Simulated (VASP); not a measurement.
## Zr: single point with PBE

The system is Zr.

```
Zr
1.0
     3.23707    0.00000    0.00000
    -1.61853    2.80338    0.00000
     0.00000    0.00000    5.15507
Zr
2
Direct
  0.33333 0.66667 0.25000
  0.66667 0.33333 0.75000
```

```yaml
Program: VASP 6.6.1
Task: single point
Functional: PBE
Potentials_or_basis: VASP PAW PBE potentials, release 64 (Zr_sv)
Cutoff: 520 eV
k_mesh: 15 × 15 × 8
Occupations: methfessel-paxton, width 0.1 eV
Spin: no spin polarisation
```

```yaml
Pressure: 0.0 GPa
Band_gap_on_the_k_mesh: zero (bands 12 and 13 overlap by 1.20 eV)
```

Stress tensor (GPa, compression positive):
```
-0.10  0.00  0.00
 0.00 -0.10  0.00
 0.00  0.00  0.32
```

Levels at points of the mesh, in eV from the Fermi level:
```tsv
k point	band 9	band 10	band 11	band 12	band 13	band 14	band 15	band 16
(0.00, 0.00, 0.00)	-5.69	-3.06	0.82	0.82	0.97	1.11	1.51	1.51
(0.00, 0.00, 0.50)	-3.98	-3.98	0.01	0.01	0.73	0.73	0.73	0.73
```

Run time: 33 s on 1 thread of Intel(R) Xeon(R) 6975P-C (Granite Rapids), on a shared host, peak memory 0.23 GiB.
